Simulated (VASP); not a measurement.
# NaLaS2 (R-3m) in VASP: a series of runs

NaLaS2 is run at these levels: LDA; tasks: single point, relaxation of cell and atoms.

Program: VASP 6.6.1. These are calculated values, not measurements. Logs are shortened: lines on timing, memory, paths and dates and some standing lists are left out, and cuts for length are marked.

### Step 1. The cell of the first run

It takes space group R-3m (No. 166, trigonal). Conventional cell: a = 4.156 Å, b = 4.156 Å, c = 19.141 Å, α = 90.00°, β = 90.00°, γ = 120.00°. Na (site symmetry -3m) has 6 S at 2.92 Å within 3.8 Å. La (site symmetry -3m) has 6 S at 2.84 Å within 3.7 Å. S (site symmetry 3m) has 3 La at 2.84 Å and 3 Na at 2.92 Å within 3.7 Å.

### Step 2. Single point, LDA

Input file INCAR:

```
SYSTEM = NaLaS2
  PREC = Accurate
  ENCUT = 520
  EDIFF = 1E-7
  ISMEAR = 0
  SIGMA = 0.02
  LREAL = .False.
  LASPH = .True.
  NELM = 60
  ALGO = Normal
  ISIF = 2
  LWAVE = .False.
  LCHARG = .False.
  NBANDS = 23
```

Input file KPOINTS:

```
regular mesh
0
Gamma
  4 4 4
  0 0 0
```

Input file POSCAR:

```
NaLaS2
1.0
    2.0778696176      1.1996585831      6.3803211413
   -2.0778696176      1.1996585831      6.3803211413
    0.0000000000     -2.3993171662      6.3803211413
Na La S
1 1 2
Direct
    0.5000000000      0.5000000000      0.5000000000
    0.0000000000      0.0000000000      0.0000000000
    0.7463738402      0.7463738402      0.7463738402
    0.2536261598      0.2536261598      0.2536261598
```

Potentials or basis: VASP PAW LDA potentials, release 64 (Na_pv, La, S).

Command:

```bash
$ cat potpaw_LDA.64/Na_pv/POTCAR potpaw_LDA.64/La/POTCAR potpaw_LDA.64/S/POTCAR > POTCAR
$ mpirun -np 1 vasp_std > vasp.out
```

OUTCAR:

```text
SYSTEM = NaLaS2
   PREC = Accurate
   ENCUT = 520
   EDIFF = 1E-7
   ISMEAR = 0
   LREAL = .False.
   LASPH = .True.
   NELM = 60
   ISIF = 2

 ion  position               nearest neighbor table
   1  0.500  0.500  0.500-
   2  0.000  0.000  0.000-   3 2.84   3 2.84   4 2.84   4 2.84   3 2.84   4 2.84
   3  0.746  0.746  0.746-   2 2.84   2 2.84   2 2.84
   4  0.254  0.254  0.254-   2 2.84   2 2.84   2 2.84

  LATTYP: Found a trigonal (rhomboedric) cell.
 ALAT       =     6.8165402317
 COS(alpha) =     0.8141602652

  Lattice vectors:

 A1 = (   2.0778696176,   1.1996585831,   6.3803211413)
 A2 = (  -2.0778696176,   1.1996585831,   6.3803211413)
 A3 = (   0.0000000000,  -2.3993171662,   6.3803211413)

Analysis of symmetry for initial positions (statically):
=====================================================================
 Subroutine PRICEL returns:
 Original cell was already a primitive cell.

 Routine SETGRP: Setting up the symmetry group for a
 trigonal (rhombohedral) supercell.

 Subroutine GETGRP returns: Found 12 space group operations
 (whereof 12 operations were pure point group operations)
 out of a pool of 12 trial point group operations.

The static configuration has the point symmetry D_3d.

Analysis of symmetry for dynamics (positions and initial velocities):
=====================================================================
 Subroutine PRICEL returns:
 Original cell was already a primitive cell.

 Routine SETGRP: Setting up the symmetry group for a
 trigonal (rhombohedral) supercell.

 Subroutine GETGRP returns: Found 12 space group operations
 (whereof 12 operations were pure point group operations)
 out of a pool of 12 trial point group operations.

The dynamic configuration has the point symmetry D_3d.

 Subroutine INISYM returns: Found 12 space group operations
 (whereof 12 operations are pure point group operations),
 and found     1 'primitive' translations

----------------------------------------------------------------------------------------

                                     Primitive cell

  volume of cell :      95.4267

  direct lattice vectors                    reciprocal lattice vectors
     2.077869618  1.199658583  6.380321141     0.240631075  0.138928416  0.052243974
    -2.077869618  1.199658583  6.380321141    -0.240631075  0.138928416  0.052243974
     0.000000000 -2.399317166  6.380321141     0.000000000 -0.277856832  0.052243974

  length of vectors
     6.816540232  6.816540232  6.816540232     0.282725754  0.282725754  0.282725754

  position of ions in fractional coordinates (direct lattice)
     0.500000000  0.500000000  0.500000000
     0.000000000  0.000000000  0.000000000
     0.746373840  0.746373840  0.746373840
     0.253626160  0.253626160  0.253626160

  ion indices of the primitive-cell ions
   primitive index   ion index
                 1           1
                 2           2
                 3           3
                 4           4

----------------------------------------------------------------------------------------

 KPOINTS: regular mesh

Automatic generation of k-mesh.
 Grid dimensions read from file:
 generate k-points for:    4    4    4

 Generating k-lattice:

  Cartesian coordinates                     Fractional coordinates (reciprocal lattice)
     0.060157769  0.034732104  0.013060994     0.250000000  0.000000000  0.000000000
    -0.060157769  0.034732104  0.013060994     0.000000000  0.250000000  0.000000000
     0.000000000 -0.069464208  0.013060994     0.000000000  0.000000000  0.250000000

  Length of vectors
     0.070681438  0.070681438  0.070681438

  Shift w.r.t. Gamma in fractional coordinates (k-lattice)
     0.000000000  0.000000000  0.000000000

 Subroutine IBZKPT returns following result:
 ===========================================

 Found     13 irreducible k-points:

 Following reciprocal coordinates:
            Coordinates               Weight
  0.000000  0.000000  0.000000      1.000000
  0.250000  0.000000  0.000000      6.000000
  0.500000  0.000000  0.000000      3.000000
  0.250000  0.250000  0.000000      6.000000
  0.500000  0.250000  0.000000     12.000000
 -0.250000  0.250000  0.000000      6.000000
  0.500000  0.500000  0.000000      3.000000
  0.250000  0.250000  0.250000      2.000000
  0.500000  0.250000  0.250000      6.000000
 -0.250000  0.250000  0.250000      6.000000
  0.500000  0.500000  0.250000      6.000000
 -0.250000  0.500000  0.250000      6.000000
  0.500000  0.500000  0.500000      1.000000
   k-points           NKPTS =     13   k-points in BZ     NKDIM =     13   number of bands    NBANDS=     23
   number of dos      NEDOS =    301   number of ions     NIONS =      4
   total plane-waves  NPLWV = 157464
   dimension x,y,z NGX =    54 NGY =   54 NGZ =   54
   dimension x,y,z NGXF=   108 NGYF=  108 NGZF=  108
   ions per type =               1   1   2
   NGX,Y,Z   is equivalent  to a cutoff of  13.17, 13.17, 13.17 a.u.
   NGXF,Y,Z  is equivalent  to a cutoff of  26.34, 26.34, 26.34 a.u.
 SYSTEM =  NaLaS2
   PREC   = accura    normal or accurate (medium, high low for compatibility)
   ISTART =      0    job   : 0-new  1-cont  2-samecut
   ICHARG =      2    charge: 1-file 2-atom 10-const
   ISPIN  =      1    spin polarized calculation?
   LNONCOLLINEAR =      F non collinear calculations
   LSORBIT =      F    spin-orbit coupling
   LASPH  =      T    aspherical Exc in radial PAW
   ENCUT  =  520.0 eV  38.22 Ry    6.18 a.u.  12.67 12.67 12.67*2*pi/ulx,y,z
   NELM   =     60;   NELMIN=  2; NELMDL= -5     # of ELM steps
   EDIFF  = 0.1E-06   stopping-criterion for ELM
   LREAL  =      F    real-space projection
   EDIFFG = 0.1E-05   stopping-criterion for IOM
   NSW    =      0    number of steps for IOM
   IBRION =     -1    ionic relax: 0-MD 1-quasi-New 2-CG
   NFREE  =      0    steps in history (QN), initial steepest desc. (CG)
   ISIF   =      2    stress and relaxation
   ISYM   =      2    0-nonsym 1-usesym 2-fastsym
   POTIM  = 0.5000    time-step for ionic-motion
   TEBEG  =    0.0;   TEEND  =   0.0 temperature during run
   PSTRESS=    0.0 pullay stress
   NELECT =      30.0000    total number of electrons
   NUPDOWN=      -1.0000    fix difference up-down
   EMIN   =  10.00;   EMAX   =-10.00  energy-range for DOS
   EFERMI =   0.00;   METHOD = LEGACY
   ISMEAR =     0;   SIGMA  =   0.02  broadening in eV -4-tet -1-fermi 0-gaus
   EFERMI_NEDOS =   21; number of points for ismear=-14 and -15
   IALGO  =     38    algorithm
   IMIX   =      4    mixing-type and parameters
     AMIX     =   0.40;   BMIX     =  1.00
     AMIX_MAG =   1.60;   BMIX_MAG =  1.00
  volume/ion in A,a.u.               =      23.86       160.99
  Fermi-wavevector in a.u.,A,eV,Ry     =   1.113163  2.103573 16.859405  1.239131
  Thomas-Fermi vector in A             =   2.249745
   LORBIT       =      0    0 simple, 1 ext, 2 COOP (PROOUT), +10 PAW based schemes
   GGA     = CA    functional components
   LHFCALC =     F    Hartree Fock is set to
   AEXX    =    0.0000 exact exchange contribution
   IVDW    =     0    specifies the selected vdW correction
   LEPSILON=     F    determine dielectric tensor
   LRPA    =     F    only Hartree local field effects (RPA)
 non-spin polarized calculation
 Gauss-broadening in eV      SIGMA  =   0.02
  energy-cutoff  :      520.00
  volume of cell :       95.43
 maximum number of plane-waves:      2591
 NGX is ok and might be reduce to    54
   NGX = 25   NGY = 25   NGZ = 25

 number of electron      29.9999997 magnetization

 Free energy of the ion-electron system (eV)
  ---------------------------------------------------
  ext. energy  EPLUGINS =         0.00000000
  ---------------------------------------------------
  free energy    TOTEN  =       -23.84359620 eV

  energy without entropy =      -23.84359620  energy(sigma->0) =      -23.84359620

 E-fermi :   3.5929     XC(G=0):  -9.5379

 val. band max:        3.4744994097   @ k =   0.0000   0.0000   0.0000
 cond. band min:       5.8553191913   @ k =   0.5000   0.5000   0.0000
 fundamental gap:      2.3808197816
 Fermi energy:         3.5928732369

 k-point     1 :       0.0000    0.0000    0.0000
  band No.  band energies     occupation
      1     -27.1218      2.00000
      2     -18.5034      2.00000
      3     -18.4798      2.00000
      4     -18.4798      2.00000
      5     -11.3888      2.00000
      6     -10.7567      2.00000
[... 15 lines left out ...]
     22       7.7901      0.00000
     23       7.9617      0.00000

 k-point     2 :       0.2500    0.0000    0.0000
  band No.  band energies     occupation
      1     -27.0958      2.00000
      2     -18.5016      2.00000
      3     -18.4862      2.00000
      4     -18.4812      2.00000
      5     -11.2940      2.00000
      6     -11.1887      2.00000
[... 15 lines left out ...]
     22       7.6205      0.00000
     23       7.7874      0.00000

 k-point     3 :       0.5000    0.0000    0.0000
  band No.  band energies     occupation
      1     -27.0696      2.00000
      2     -18.4999      2.00000
      3     -18.4925      2.00000
      4     -18.4826      2.00000
      5     -11.6689      2.00000
      6     -11.0224      2.00000
[... 15 lines left out ...]
     22       7.6552      0.00000
     23       7.8444      0.00000
[... 209 lines left out ...]
 k-point    12 :      -0.2500    0.5000    0.2500
  band No.  band energies     occupation
      1     -27.0696      2.00000
      2     -18.5000      2.00000
      3     -18.4902      2.00000
      4     -18.4851      2.00000
      5     -11.4922      2.00000
      6     -11.1542      2.00000
[... 15 lines left out ...]
     22       7.6298      0.00000
     23       8.0742      0.00000

 k-point    13 :       0.5000    0.5000    0.5000
  band No.  band energies     occupation
      1     -27.1218      2.00000
      2     -18.5028      2.00000
      3     -18.4798      2.00000
      4     -18.4798      2.00000
      5     -11.4129      2.00000
      6     -10.7569      2.00000
[... 15 lines left out ...]
     22       7.6984      0.00000
     23       7.8900      0.00000

------------------------ aborting loop because EDIFF is reached ----------------------------------------

  FORCE on cell =-STRESS in cart. coord.  units (eV):
  Direction    XX          YY          ZZ          XY          YZ          ZX
  --------------------------------------------------------------------------------------
  -------------------------------------------------------------------------------------
  Total       -0.0122286     -0.0122286      0.0005140      0.0000000      0.0000000      0.0000000
  in kB       -0.2053141     -0.2053141      0.0086301      0.0000000      0.0000000      0.0000000
  external PRESSURE =      -0.1339994 kB  Pullay stress =       0.0000000 kB

 VOLUME and BASIS-vectors are now :
 -----------------------------------------------------------------------------
  energy-cutoff  :      520.00
  volume of cell :       95.43
      direct lattice vectors                 reciprocal lattice vectors
     2.077869618  1.199658583  6.380321141     0.240631075  0.138928416  0.052243974
    -2.077869618  1.199658583  6.380321141    -0.240631075  0.138928416  0.052243974
     0.000000000 -2.399317166  6.380321141     0.000000000 -0.277856832  0.052243974

 POSITION                                       TOTAL-FORCE (eV/Angst)
 -----------------------------------------------------------------------------------
      0.00000      0.00000      9.57048        -0.000000     -0.000000      0.000000
      0.00000      0.00000      0.00000         0.000000      0.000000      0.000000
      0.00000      0.00000     14.28631         0.000000      0.000000      0.012507
      0.00000      0.00000      4.85465         0.000000      0.000000     -0.012507
 -----------------------------------------------------------------------------------
    total drift:                               -0.000000     -0.000000      0.000000

  FREE ENERGIE OF THE ION-ELECTRON SYSTEM (eV)
  ---------------------------------------------------
  free  energy   TOTEN  =       -23.8435961977 eV

  energy  without entropy=      -23.8435961977  energy(sigma->0) =      -23.84359620
```

Run time: 1.9 min. Hardware: 1 thread of AMD EPYC 7R13 (Zen 3), shared host; peak memory 0.27 GiB.

Results:

```
Free energy            : -23.8436 eV
Pressure               : 0.0 GPa
Largest force          : 0.013 eV/Å
Band gap on the k mesh : 2.38 eV, indirect (least direct gap 2.75 eV)
```

Forces in eV/Å, atoms in the order of the input:
```
Na   0.000  0.000  0.000
La   0.000  0.000  0.000
S    0.000  0.000  0.013
S    0.000  0.000 -0.013
```

Caveat: the k points lie up to 0.44 Å⁻¹ apart; spin-orbit coupling is left out, which moves the levels of the heavy elements.

### Step 3. Relaxation of cell and atoms, LDA

This run uses another cell than the first one, of 25.48 Å³/atom, 1.068 times its volume.

Input file INCAR:

```
SYSTEM = NaLaS2
PREC = Accurate ; ENCUT = 600
EDIFF = 1E-6 ; ISMEAR = 0
SIGMA = 0.02 ; LREAL = .FALSE.
LASPH = .TRUE. ; NELM = 80
ALGO = Normal ; ISIF = 3
LWAVE = .FALSE. ; LCHARG = .FALSE.
IBRION = 2 ; NSW = 80
EDIFFG = -0.02
```

Input file KPOINTS:

```
Automatic mesh
0
G
  4 4 4
  0 0 0
```

Input file POSCAR:

```
NaLaS2
1.0
    2.1085210000      1.2173550000      6.6171560000
   -2.1085210000      1.2173550000      6.6171560000
    0.0000000000     -2.4347100000      6.6171560000
Na La S
1 1 2
Direct
    0.5000000000      0.5000000000      0.5000000000
    0.0000000000      0.0000000000      0.0000000000
    0.7456320000      0.7456320000      0.7456320000
    0.2543680000      0.2543680000      0.2543680000
```

Potentials or basis: VASP PAW LDA potentials, release 64 (Na_pv, La, S).

Command:

```bash
$ cat potpaw_LDA.64/Na_pv/POTCAR potpaw_LDA.64/La/POTCAR potpaw_LDA.64/S/POTCAR > POTCAR
$ mpirun -np 1 vasp_std > vasp.out
```

It took 7.2 min on 1 thread of AMD EPYC 7R13 (Zen 3), shared host; peak memory 0.34 GiB.

The run converged. Its results:

| Property | Result |
| --- | --- |
| Free energy | -23.8445 eV |
| Relaxed volume | 23.86 Å³/atom |
| Relaxed cell | a = 6.812 Å, b = 6.812 Å, c = 6.812 Å, α = 35.54°, β = 35.54°, γ = 35.54° |
| Space group after relaxing (to 0.05 Å) | R-3m (No. 166) |
| Energy gained by relaxing | 16.1 meV/atom |
| Ionic steps | 8 |
| Pressure after relaxing | 0.0 GPa |
| Largest force after relaxing | 0.009 eV/Å |
| Band gap on the k mesh | 2.38 eV, indirect (least direct gap 2.75 eV) |

Forces in eV/Å, atoms in the order of the input:
```
Na   0.000  0.000  0.000
La   0.000  0.000  0.000
S    0.000  0.000  0.009
S    0.000  0.000 -0.009
```

Stress tensor (GPa, compression positive):
```
-0.06  0.00  0.00
 0.00 -0.06  0.00
 0.00  0.00  0.03
```

Step by step:
```
step  energy change (eV)  largest force (eV/Å)  pressure (GPa)  volume (Å³)
   1              0.0000                0.2713           -3.23       101.91
   2             -0.0481                0.2648            1.47        94.52
   3             -0.0587                0.0970           -0.06        96.61
   4             -0.0607                0.0835           -0.06        96.38
   5             -0.0641                0.0413           -0.01        95.70
   6             -0.0643                0.0301           -0.01        95.51
   7             -0.0643                0.0273            0.00        95.46
   8             -0.0645                0.0087           -0.03        95.45
```

Final structure:
```
Na La S
1.0
     2.07903    1.20033    6.37449
    -2.07903    1.20033    6.37449
     0.00000   -2.40066    6.37449
Na La S
1 1 2
Direct
  0.50000 0.50000 0.50000
  0.00000 0.00000 0.00000
  0.74640 0.74640 0.74640
  0.25360 0.25360 0.25360
```

Levels at points of the mesh, in eV from the valence-band top:
```
           k point  band 13  band 14  band 15  band 16  band 17  band 18
(0.00, 0.00, 0.00)    -0.08    -0.08     0.00     3.68     3.68     3.69
(0.50, 0.00, 0.00)    -1.37    -0.34    -0.23     3.15     3.77     3.79
(0.50, 0.50, 0.00)    -0.84    -0.46    -0.37     2.38     3.67     3.78
(0.50, 0.50, 0.50)    -1.45    -0.23    -0.23     3.62     3.77     3.77
```

Caveat: the k points lie up to 0.44 Å⁻¹ apart in the final cell; spin-orbit coupling is left out, which moves the levels of the heavy elements. A k mesh can miss the band edges.
